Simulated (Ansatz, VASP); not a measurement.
**One calculation of AlNi, two programs**

Contents of POSCAR:

```
AlNi
1.0
    2.8915191721      0.0000000000      0.0000000000
    0.0000000000      2.8915191721      0.0000000000
    0.0000000000      0.0000000000      2.8915191721
Al Ni
1 1
Direct
    0.0000000000      0.0000000000      0.0000000000
    0.5000000000      0.5000000000      0.5000000000
```

The input INCAR.step1:

```
PREC     = Accurate       # precision mode
ENCUT    = 520            # plane-wave cutoff, eV
ISMEAR   = 0              # smearing method
SIGMA    = 0.1            # smearing width, eV
LREAL    = F              # projectors in reciprocal space
LASPH    = T              # aspherical terms in the spheres
NELM     = 60             # most SCF steps
NBANDS   = 14             # bands
GGA      = PE             # functional
ALGO     = Normal         # electronic algorithm
EDIFF    = 1E-4           # SCF threshold, eV
LWAVE    = T              # write WAVECAR
LCHARG   = F              # write CHGCAR
```

The input INCAR.step2:

```
PREC     = Accurate       # precision mode
ENCUT    = 520            # plane-wave cutoff, eV
EDIFF    = 1E-6           # SCF threshold, eV
ISMEAR   = 0              # smearing method
SIGMA    = 0.1            # smearing width, eV
LREAL    = F              # projectors in reciprocal space
LASPH    = T              # aspherical terms in the spheres
NELM     = 60             # most SCF steps
ALGO     = Normal         # electronic algorithm
ISIF     = 2              # what is computed and relaxed
LWAVE    = F              # write WAVECAR
LCHARG   = F              # write CHGCAR
METAGGA  = R2SCAN         # meta-GGA
LMIXTAU  = T            
NBANDS   = 14             # bands
ISTART   = 1
```

File KPOINTS:

```
Automatic mesh
0
Gamma
  14 14 14
```

Input for Ansatz:

```yaml
crystal:
  lattice:
    - [2.8915191721, 0.0, 0.0]
    - [0.0, 2.8915191721, 0.0]
    - [0.0, 0.0, 2.8915191721]
  atoms:
    - { symbol: Al, position: [0.0, 0.0, 0.0] }
    - { symbol: Ni, position: [0.5, 0.5, 0.5] }
basis:
  ecutwfc: 500
kpoints:
  mp_grid: { grid: [14, 14, 14] }
hamiltonian:
  xc: r2scan
scf:
  occupations: { method: gaussian, width: 0.1 }
output:
  forces: true
  stress: true
  eigenvalues: true
```

Alike in both runs: task single point; functional r2SCAN; k mesh 14 × 14 × 14; occupations gaussian, width 0.1 eV; no spin polarisation.

```csv
,VASP,Ansatz
version,VASP 6.6.1,Ansatz 0.2.0
potentials or method,"VASP PAW PBE potentials, release 64 (Al, Ni), cutoff 520 eV","scalar-relativistic, plane waves, PAW"
valence electrons in the cell,13,21
```

VASP gave:

| Quantity | Value |
| --- | --- |
| gap on the k mesh at the Fermi level (eV) | none |
| pressure (GPa) | -5.0 |

**Question.** Estimate Ansatz's values.

**Answer.** gap on the k mesh at the Fermi level (eV): none; pressure (GPa): -4.9.

VASP's potentials were made for PBE, not for r2SCAN. A gap of «none» marks a metal or a gap that the smearing closes. The functional is the same, so the differences come from potentials, cutoffs and numerics. VASP's potentials hold 13 valence electrons a cell and Ansatz's 21, so a difference there can come from the potentials and not from the codes.
